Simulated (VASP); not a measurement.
Input of a VASP 6.6.1 run:

File INCAR:

```
SYSTEM = GaN
  PREC = Accurate
  ENCUT = 520
  EDIFF = 1E-6
  ISMEAR = 0
  SIGMA = 0.1
  LREAL = .False.
  LASPH = .True.
  NELM = 80
  ALGO = Normal
  ISIF = 2
  LWAVE = .False.
  LCHARG = .False.
  GGA = PE
  NBANDS = 36
```

Contents of KPOINTS:

```
regular mesh
0
Gamma
  6 6 4
  0 0 0
```

Contents of POSCAR:

```
GaN
1.0
    2.7726990400      0.0000000000      0.0000000000
   -1.3863495200      2.4012278000      0.0000000000
    0.0000000000      0.0000000000      7.1232711600
Ga N
3 3
Direct
    0.3333333300      0.6666666700      0.8144988200
    0.0000000000      0.0000000000      0.5000000000
    0.6666666700      0.3333333300      0.1855011800
    0.0000000000      0.0000000000      0.0000000000
    0.6666666700      0.3333333300      0.6557636600
    0.3333333300      0.6666666700      0.3442363400
```

Potentials or basis: VASP PAW PBE potentials, release 64 (Ga_d, N).

Command:

```sh
$ cat potpaw_PBE.64/Ga_d/POTCAR potpaw_PBE.64/N/POTCAR > POTCAR
$ mpirun -np 1 vasp_std > vasp.out
```

Task: Predict the largest force.

Result: 4.840 eV/Å.

Task: Estimate the band gap on the k mesh.

Result: 0.41 eV (least direct gap 1.77 eV).

Task: What does it give for the pressure?

Result: 74.4 GPa.

Stress tensor (GPa, compression positive):
```
84.21  0.00  0.00
 0.00 84.21  0.00
 0.00  0.00 54.77
```

Caveat: the k points lie up to 0.44 Å⁻¹ apart; forces of over 1 eV/Å act on the atoms, so gaps and moduli don't describe the material at rest. A k mesh can miss the band edges.
